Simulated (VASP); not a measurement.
A run of VASP 6.6.1 is set up as follows.

INCAR

```
ALGO = Normal ; EDIFF = 1E-6
ENCUT = 520 ; GGA = PE
ISIF = 2 ; ISMEAR = 0
LASPH = True ; LCHARG = False
LDAU = True ; LDAUJ = 0 0 0
LDAUL = -1 2 -1 ; LDAUPRINT = 1
LDAUTYPE = 2 ; LDAUU = 0 5 0
LMAXMIX = 4 ; LREAL = False
LWAVE = False ; NBANDS = 28
NELM = 150 ; PREC = Accurate
SIGMA = 0.01
```

File KPOINTS:

```
k-points
0
Gamma
  4 4 4
```

The input POSCAR:

```
BaTiO3
1.0
    3.9998000000      0.0000000000      0.0000000000
    0.0000000000      3.9998000000      0.0000000000
    0.0000000000      0.0000000000      4.0180000000
Ba Ti O
1 1 3
Direct
    0.0000000000      0.0000000000      0.0000000000
    0.5000000000      0.5000000000      0.4900000000
    0.5000000000      0.5000000000      0.0190000000
    0.5000000000      0.0000000000      0.5170000000
    0.0000000000      0.5000000000      0.5170000000
```

Potentials or basis: VASP PAW PBE potentials, release 64 (Ba_sv, Ti_sv, O).

Command:

```console
$ cat potpaw_PBE.64/Ba_sv/POTCAR potpaw_PBE.64/Ti_sv/POTCAR potpaw_PBE.64/O/POTCAR > POTCAR
$ mpirun -np 1 vasp_std > vasp.out
```

Predict the pressure.

8.3 GPa.

What does it give for the band gap on the k mesh?

2.37 eV (least direct gap 2.69 eV).

Estimate the largest force.

0.564 eV/Å.

Eigenvalues of the final occupation matrices:
| site | spin | trace | eigenvalues |
| --- | --- | --- | --- |
| site 2 d | 1 | 0.78 | 0.10 0.10 0.10 0.23 0.24 |
| site 2 d | 2 | 0.78 | 0.10 0.10 0.10 0.23 0.24 |

Caveat: the cell stands under pressure; spin-orbit coupling is left out, which moves the levels of the heavy elements. A k mesh can miss the band edges.
